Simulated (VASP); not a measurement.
## SiC: single point with PBE

Crystal: SiC.

```
Si C
1.0
     0.00000    2.17805    2.17805
     2.17805    0.00000    2.17805
     2.17805    2.17805    0.00000
Si C
1 1
Direct
  0.00000 0.00000 0.00000
  0.25000 0.25000 0.25000
```

```json
{
 "Program": "VASP 6.6.1",
 "Task": "single point",
 "Functional": "PBE",
 "Potentials or basis": "VASP PAW PBE potentials, release 64 (Si, C)",
 "Cutoff": "520 eV",
 "k mesh": "2 × 2 × 2",
 "Occupations": "gaussian, width 0.01 eV",
 "Spin": "no spin polarisation"
}
```

| Quantity | Value |
| --- | --- |
| Pressure | 12.2 GPa |
| Band gap on the k mesh | 0.94 eV, indirect (least direct gap 4.29 eV) |

Levels at points of the mesh, in eV from the valence-band top:
```tsv
k point	band 2	band 3	band 4	band 5	band 6	band 7
(0.00, 0.00, 0.00)	0.00	0.00	0.00	6.18	6.85	6.85
(0.50, 0.00, 0.00)	-8.86	-1.11	-1.11	5.17	6.77	6.77
(0.50, 0.50, 0.00)	-8.10	-3.36	-3.36	0.94	3.92	13.85
```

It took 4.4 s on 1 thread of AMD EPYC 7R43 64-Core Processor (Zen 3), on a shared host, peak memory 0.09 GiB.

Caveat: the k points lie up to 1.25 Å⁻¹ apart. A k mesh can miss the band edges.
